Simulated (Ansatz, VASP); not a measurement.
NbSb: VASP beside Ansatz

```
CELL_PARAMETERS angstrom
3.59774 0.00000 0.00000
0.00000 3.59774 0.00000
0.00000 0.00000 6.48081
ATOMIC_POSITIONS crystal
Nb 0.50000 0.00000 0.86820
Nb 0.00000 0.50000 0.13180
Sb 0.50000 0.00000 0.32943
Sb 0.00000 0.50000 0.67057
```

Alike in both runs: functional PBE; k mesh 6 × 6 × 4; occupations gaussian, width 0.1 eV; no spin polarisation.

Ansatz relaxed the structure, and its values are those at the end. VASP's run is a single point on that final structure, the one shown.

|  | VASP | Ansatz |
| --- | --- | --- |
| version | VASP 6.6.1 | Ansatz 0.2.0 |
| potentials or method | VASP PAW PBE potentials, release 64 (Nb_sv, Sb), cutoff 520 eV | scalar-relativistic, plane waves, PAW |
| valence electrons in the cell | 36 | 56 |

|  | VASP | Ansatz | Ansatz less VASP |
| --- | --- | --- | --- |
| gap on the k mesh at the Fermi level (eV) | none | none | - |
| pressure (GPa) | -0.2 | 0.0 | +0.23 |
| rms of the force components (eV/Å) | 0.012 | 0.014 | +0.0016 |

A gap of «none» marks a metal or a gap that the smearing closes. With one functional, cell and mesh, what is left measures potentials, basis and numerics. VASP's potentials hold 36 valence electrons a cell and Ansatz's 56, so a difference there can come from the potentials and not from the codes.

Neither program's run includes spin-orbit coupling.
